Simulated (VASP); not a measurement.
## TlCl: single point with PBE

Crystal: TlCl.

```
Tl Cl
1.0
     3.89724    0.00000    0.00000
     0.00000    3.89724    0.00000
     0.00000    0.00000    3.89724
Tl Cl
1 1
Cartesian
  0.0000 0.0000 0.0000
  1.9486 1.9486 1.9486
```

```json
{
  "Program": "VASP 6.6.1",
  "Task": "single point",
  "Functional": "PBE",
  "Potentials or basis": "VASP PAW PBE potentials, release 64 (Tl_d, Cl)",
  "Cutoff": "500 eV",
  "k mesh": "8 × 8 × 8",
  "Occupations": "gaussian, width 0.02 eV",
  "Spin": "no spin polarisation"
}
```

```
Pressure               : 0.0 GPa
Band gap on the k mesh : 2.20 eV, direct
```

Levels at points of the mesh, in eV from the valence-band top:
```
           k point  band 6  band 7  band 8  band 9  band 10  band 11  band 12  band 13  band 14  band 15
(0.00, 0.00, 0.00)   -9.63   -4.44   -1.30   -1.30    -1.30     7.64     7.64     7.64     7.96     7.96
(0.50, 0.00, 0.00)   -9.62   -5.16   -0.92   -0.92     0.00     2.20     6.56     6.56     8.97    11.43
(0.50, 0.50, 0.00)   -9.57   -3.29   -2.65   -2.65    -0.87     4.85     4.85     8.26     8.45    11.40
(0.50, 0.50, 0.50)   -9.57   -2.21   -1.78   -1.78    -1.78     2.72     2.72     2.72    12.59    12.59
```

Wall time 23 s on 1 thread of AMD EPYC 7R13 Processor (Zen 3), with other jobs on the host, peak memory 0.14 GiB.

Caveat: spin-orbit coupling is left out, which moves the levels of the heavy elements. As with any semilocal functional, this PBE gap is likely too small.
